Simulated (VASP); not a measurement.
# Pd (Im-3m) in VASP: notebook, part 2 of 2

VASP 6.6.1. Earlier steps stand in the parts before.

## (3) Single point, r2SCAN

This run uses another cell than the first one, of 15.06 Å³/atom.

Contents of POSCAR:

```
Pd
1.0
   -1.5558210181      1.5558210181      1.5558210181
    1.5558210181     -1.5558210181      1.5558210181
    1.5558210181      1.5558210181     -1.5558210181
Pd
1
Direct
    0.0000000000      0.0000000000      0.0000000000
```

Contents of INCAR.step1:

```
  ALGO = Normal
  EDIFF = 1E-4
  ENCUT = 520
  GGA = PE
  ISMEAR = -1
  LASPH = T
  LCHARG = F
  LREAL = F
  LWAVE = T
  NBANDS = 11
  NELM = 60
  PREC = Accurate
  SIGMA = 0.1
```

Contents of INCAR.step2:

```
  ALGO = Normal
  EDIFF = 1E-6
  ENCUT = 520
  ISIF = 2
  ISMEAR = -1
  ISTART = 1
  LASPH = T
  LCHARG = T
  LELF = T
  LMIXTAU = T
  LREAL = F
  LVHAR = T
  LWAVE = F
  METAGGA = R2SCAN
  NBANDS = 11
  NELM = 60
  PREC = Accurate
  SIGMA = 0.1
```

Contents of KPOINTS:

```
k-points
0
Gamma
  23 23 23
```

Potentials or basis: VASP PAW PBE potentials, release 64 (Pd).

Launch:

```console
$ cat potpaw_PBE.64/Pd/POTCAR > POTCAR
$ cp INCAR.step1 INCAR
$ mpirun -np 1 vasp_std > vasp.out
$ cp INCAR.step2 INCAR
$ mpirun -np 1 vasp_std > vasp.out
```

OUTCAR:

```text
EDIFF = 1E-6
   ENCUT = 520
   ISIF = 2
   ISMEAR = -1
   ISTART = 1
   LASPH = T
   LREAL = F
   METAGGA = R2SCAN
   NELM = 60
   PREC = Accurate

 ion  position               nearest neighbor table
   1  0.000  0.000  0.000-

  LATTYP: Found a body centered cubic cell.
 ALAT       =     3.1116420362

  Lattice vectors:

 A1 = (  -1.5558210181,   1.5558210181,   1.5558210181)
 A2 = (   1.5558210181,  -1.5558210181,   1.5558210181)
 A3 = (   1.5558210181,   1.5558210181,  -1.5558210181)

Analysis of symmetry for initial positions (statically):
=====================================================================
 Subroutine PRICEL returns:
 Original cell was already a primitive cell.

 Routine SETGRP: Setting up the symmetry group for a
 body centered cubic supercell.

 Subroutine GETGRP returns: Found 48 space group operations
 (whereof 48 operations were pure point group operations)
 out of a pool of 48 trial point group operations.

The static configuration has the point symmetry O_h .

Analysis of symmetry for dynamics (positions and initial velocities):
=====================================================================
 Subroutine PRICEL returns:
 Original cell was already a primitive cell.

 Routine SETGRP: Setting up the symmetry group for a
 body centered cubic supercell.

 Subroutine GETGRP returns: Found 48 space group operations
 (whereof 48 operations were pure point group operations)
 out of a pool of 48 trial point group operations.

The dynamic configuration has the point symmetry O_h .

 Subroutine INISYM returns: Found 48 space group operations
 (whereof 48 operations are pure point group operations),
 and found     1 'primitive' translations

----------------------------------------------------------------------------------------

                                     Primitive cell
[... 112 lines left out ...]
  Thomas-Fermi vector in A             =   2.548208
   LORBIT       =      0    0 simple, 1 ext, 2 COOP (PROOUT), +10 PAW based schemes
   METAGGA = R2SCAN    functional components
   LHFCALC =     F    Hartree Fock is set to
   AEXX    =    0.0000 exact exchange contribution
   IVDW    =     0    specifies the selected vdW correction
   LEPSILON=     F    determine dielectric tensor
   LRPA    =     F    only Hartree local field effects (RPA)
 non-spin polarized calculation
  energy-cutoff  :      520.00
  volume of cell :       15.06
 maximum number of plane-waves:       420
   NGX =  9   NGY =  9   NGZ =  9

 number of electron      10.0000004 magnetization

 Free energy of the ion-electron system (eV)
  ---------------------------------------------------
  ext. energy  EPLUGINS =         0.00000000
  ---------------------------------------------------
  free energy    TOTEN  =       -22.92568117 eV

  energy without entropy =      -22.88625658  energy(sigma->0) =      -22.90596888

 E-fermi :   9.2787     XC(G=0): -13.9604

 val. band max:        9.2772624487   @ k =  -0.4783   0.4783   0.4348
 cond. band min:       9.2790779161   @ k =  -0.3913  -0.4783   0.1304
 fundamental gap:      0.0018154673
 Fermi energy:         9.2787115348

 k-point     1 :       0.0000    0.0000    0.0000
  band No.  band energies     occupation
      1       2.2596      2.00000
      2       6.3150      2.00000
      3       6.3150      2.00000
      4       6.3150      2.00000
      5       8.2569      1.99993
      6       8.2569      1.99993
      7      29.5770      0.00000
      8      29.5770      0.00000
      9      29.5770      0.00000
     10      31.9331      0.00000
     11      38.1467      0.00000
[... 309 lines left out ...]
 k-point    24 :       0.0870    0.0870    0.0000
  band No.  band energies     occupation
      1       3.0980      2.00000
      2       6.1132      2.00000
      3       6.2053      2.00000
      4       6.9769      2.00000
      5       7.9789      2.00000
      6       8.3076      1.99988
      7      28.6496      0.00000
      8      29.3476      0.00000
      9      30.3390      0.00000
     10      31.8980      0.00000
     11      34.4651      0.00000

 [... further k-points ...]

------------------------ aborting loop because EDIFF is reached ----------------------------------------

  FORCE on cell =-STRESS in cart. coord.  units (eV):
  Direction    XX          YY          ZZ          XY          YZ          ZX
  --------------------------------------------------------------------------------------
  -------------------------------------------------------------------------------------
  Total        0.0471231      0.0471231      0.0471231     -0.0000000     -0.0000000      0.0000000
  in kB        5.0119386      5.0119386      5.0119386     -0.0000000     -0.0000000      0.0000000
  external PRESSURE =       5.0119386 kB  Pullay stress =       0.0000000 kB

 VOLUME and BASIS-vectors are now :
 -----------------------------------------------------------------------------
  energy-cutoff  :      520.00
  volume of cell :       15.06
      direct lattice vectors                 reciprocal lattice vectors
    -1.555821018  1.555821018  1.555821018     0.000000000  0.321373728  0.321373728
     1.555821018 -1.555821018  1.555821018     0.321373728  0.000000000  0.321373728
     1.555821018  1.555821018 -1.555821018     0.321373728  0.321373728  0.000000000

 POSITION                                       TOTAL-FORCE (eV/Angst)
 -----------------------------------------------------------------------------------
      0.00000      0.00000      0.00000         0.000000      0.000000      0.000000
 -----------------------------------------------------------------------------------
    total drift:                                0.000000      0.000000      0.000000

  FREE ENERGIE OF THE ION-ELECTRON SYSTEM (eV)
  ---------------------------------------------------
  free  energy   TOTEN  =       -22.9256811721 eV

  energy  without entropy=      -22.8862565820  energy(sigma->0) =      -22.90596888
```

OUTCAR.step1:

```text
EDIFF = 1E-4
   ENCUT = 520
   GGA = PE
   ISMEAR = -1
   LASPH = T
   LREAL = F
[... 549 lines left out ...]

 POSITION                                       TOTAL-FORCE (eV/Angst)
 -----------------------------------------------------------------------------------
      0.00000      0.00000      0.00000         0.000000      0.000000     -0.000000
 -----------------------------------------------------------------------------------
    total drift:                                0.000000      0.000000      0.000000

  FREE ENERGIE OF THE ION-ELECTRON SYSTEM (eV)
  ---------------------------------------------------
  free  energy   TOTEN  =        -5.1900508480 eV

  energy  without entropy=       -5.1486131746  energy(sigma->0) =       -5.16933201
```

It took 3.9 min on 1 thread of Intel Xeon 8259CL, shared host; peak memory 0.18 GiB.

What came out:

* Free energy: -22.9257 eV
* Pressure: 0.5 GPa
* Band gap on the k mesh: zero (bands 5 and 6 overlap by 1.71 eV)

Caveat: the PAW data sets were made with another functional, which shifts forces and pressure a little.

## (4) Relaxation of cell and atoms, r2SCAN

This run uses another cell than the first one, of 14.71 Å³/atom.

Contents of POSCAR:

```
Pd
1.0
   -1.5436681530      1.5436681530      1.5436681530
    1.5436681530     -1.5436681530      1.5436681530
    1.5436681530      1.5436681530     -1.5436681530
Pd
1
Direct
    0.0000000000      0.0000000000      0.0000000000
```

Contents of INCAR.step1:

```
SYSTEM = Pd
PREC     = Accurate       ! precision mode
ENCUT    = 600            ! plane-wave cutoff, eV
ISMEAR   = -1             ! smearing method
SIGMA    = 0.1            ! smearing width, eV
LREAL    = .False.        ! projectors in reciprocal space
LASPH    = .True.         ! aspherical terms in the spheres
NELM     = 60             ! most SCF steps
GGA      = PE             ! functional
ALGO     = Normal         ! electronic algorithm
EDIFF    = 1E-4           ! SCF threshold, eV
LWAVE    = .True.         ! write WAVECAR
LCHARG   = .False.        ! write CHGCAR
```

Contents of INCAR.step2:

```
SYSTEM = Pd
PREC     = Accurate       ! precision mode
ENCUT    = 600            ! plane-wave cutoff, eV
EDIFF    = 1E-7           ! SCF threshold, eV
ISMEAR   = -1             ! smearing method
SIGMA    = 0.1            ! smearing width, eV
LREAL    = .False.        ! projectors in reciprocal space
LASPH    = .True.         ! aspherical terms in the spheres
NELM     = 60             ! most SCF steps
ALGO     = Normal         ! electronic algorithm
ISIF     = 3              ! what is computed and relaxed
LWAVE    = .False.        ! write WAVECAR
LCHARG   = .False.        ! write CHGCAR
METAGGA  = R2SCAN         ! meta-GGA
LMIXTAU  = .True.       
IBRION   = 2              ! ionic algorithm
NSW      = 80             ! ionic steps
EDIFFG   = -0.01          ! ionic threshold
ISTART   = 1
```

Contents of KPOINTS:

```
regular mesh
0
Gamma
  14 14 14
  0 0 0
```

Launch:

```console
$ cat potpaw_PBE.64/Pd/POTCAR > POTCAR
$ cp INCAR.step1 INCAR
$ mpirun -np 1 vasp_std > vasp.out
$ cp INCAR.step2 INCAR
$ mpirun -np 1 vasp_std > vasp.out
```

Wall time 3.6 min (1 thread of Intel Xeon 8259CL, shared host); peak memory 0.17 GiB.

Results (log left out):

- Free energy: -22.9205 eV
- Relaxed volume: 15.12 Å³/atom
- Relaxed cell: a = 2.698 Å, b = 2.698 Å, c = 2.698 Å, α = 109.47°, β = 109.47°, γ = 109.47°
- Space group after relaxing (to 0.1 Å): Im-3m (No. 229)
- Energy gained by relaxing: 6.3 meV/atom
- Ionic steps: 3
- Pressure after relaxing: 0.0 GPa
- Band gap on the k mesh: zero (bands 5 and 6 overlap by 1.72 eV)

The path:
```csv
step,energy change (eV),largest force (eV/Å),pressure (GPa),volume (Å³)
1,0.0000,0.0000,5.23,14.71
2,0.0078,0.0000,-6.68,15.76
3,-0.0063,0.0000,-0.01,15.12
```

Final structure:
```
CELL_PARAMETERS angstrom
-1.55772 1.55772 1.55772
1.55772 -1.55772 1.55772
1.55772 1.55772 -1.55772
ATOMIC_POSITIONS crystal
Pd 0.00000 0.00000 0.00000
```

Levels at points of the mesh, in eV from the Fermi level:
```
           k point  band 1  band 2  band 3  band 4  band 5  band 6  band 7  band 8  band 9
(0.00, 0.00, 0.00)   -6.99   -2.95   -2.95   -2.95   -1.02   -1.02   20.29   20.29   20.29
(0.50, 0.00, 0.00)   -5.26   -4.14   -1.07   -0.79    0.60    1.71    8.15   15.87   18.50
(0.50, 0.50, 0.50)   -5.24   -5.24    0.21    0.21    0.21    9.71    9.71    9.71   18.12
```

Caveat: the PAW data sets were made with another functional, which shifts forces and pressure a little.

## (5) Single point, r2SCAN, non-collinear spin, zero start, spin-orbit coupling

This run uses another cell than the first one, of 15.06 Å³/atom.

Contents of POSCAR:

```
Pd
1.0
   -1.5558210181      1.5558210181      1.5558210181
    1.5558210181     -1.5558210181      1.5558210181
    1.5558210181      1.5558210181     -1.5558210181
Pd
1
Direct
    0.0000000000      0.0000000000      0.0000000000
```

Contents of INCAR.step1:

```
SYSTEM = Pd
  PREC = Accurate
  ENCUT = 520
  ISMEAR = -1
  SIGMA = 0.1
  LREAL = .FALSE.
  LASPH = .TRUE.
  NELM = 150
  LNONCOLLINEAR = .TRUE.
  MAGMOM = 0 0 0
  LSORBIT = .TRUE.
  GGA_COMPAT = .FALSE.
  LMAXMIX = 4
  NBANDS = 21
  GGA = PE
  ALGO = Normal
  EDIFF = 1E-4
  LWAVE = .TRUE.
  LCHARG = .FALSE.
```

Contents of INCAR.step2:

```
SYSTEM = Pd
  PREC = Accurate
  ENCUT = 520
  EDIFF = 1E-6
  ISMEAR = -1
  SIGMA = 0.1
  LREAL = .FALSE.
  LASPH = .TRUE.
  NELM = 150
  ALGO = Normal
  ISIF = 2
  LWAVE = .FALSE.
  LCHARG = .FALSE.
  LNONCOLLINEAR = .TRUE.
  MAGMOM = 0 0 0
  LORBIT = 11
  LSORBIT = .TRUE.
  GGA_COMPAT = .FALSE.
  LORBMOM = .TRUE.
  LMAXMIX = 4
  METAGGA = R2SCAN
  LMIXTAU = .TRUE.
  NBANDS = 21
  ISTART = 1
```

Contents of KPOINTS:

```
Automatic mesh
0
G
  14 14 14
  0 0 0
```

Launch:

```console
$ cat potpaw_PBE.64/Pd/POTCAR > POTCAR
$ cp INCAR.step1 INCAR
$ mpirun -np 1 vasp_ncl > vasp.out
$ cp INCAR.step2 INCAR
$ mpirun -np 1 vasp_ncl > vasp.out
```

Wall time 6.9 min (1 thread of Intel Xeon 8259CL, shared host); peak memory 0.21 GiB.

Results (log left out):

- Free energy: -22.9601 eV
- Pressure: 0.8 GPa
- Net moment: 0.00 μB per cell
- Valence electrons inside the program's atomic spheres: Pd 9.45

Moments on the atoms (μB; x, y, z):
```
Pd  0.00 0.00 0.00
```

Caveat: the PAW data sets were made with another functional, which shifts forces and pressure a little.

## (6) Overview

```tsv
task	spin	cell	k mesh	cutoff (eV)	gap on the mesh (eV)	pressure (GPa)
single point	off	a = 2.799 Å, angles 109.5°, 1 atom	16 × 16 × 16	520	none	-14.5
single point	off	a = 2.695 Å, angles 109.5°, 1 atom	23 × 23 × 23	520	none	0.5
relaxation of cell and atoms	off	relaxed from a = 2.674 Å, angles 109.5°, 1 atom	14 × 14 × 14	600	none	0.0
single point	non-collinear, zero start, SOC	a = 2.695 Å, angles 109.5°, 1 atom	14 × 14 × 14	520	-	0.8
```

Alike in all rows: level r2SCAN; potentials or basis VASP PAW PBE potentials, release 64 (Pd); smearing fermi-dirac 0.1 eV.

Caveats: the PAW data sets were made with another functional, which shifts forces and pressure a little; the cell stands under tension (at least some runs).

Total energies depend on the potentials used, so only differences within one code and one set of settings carry meaning.

The gap in the log of VASP goes by the Fermi energy; the results here count the filled bands.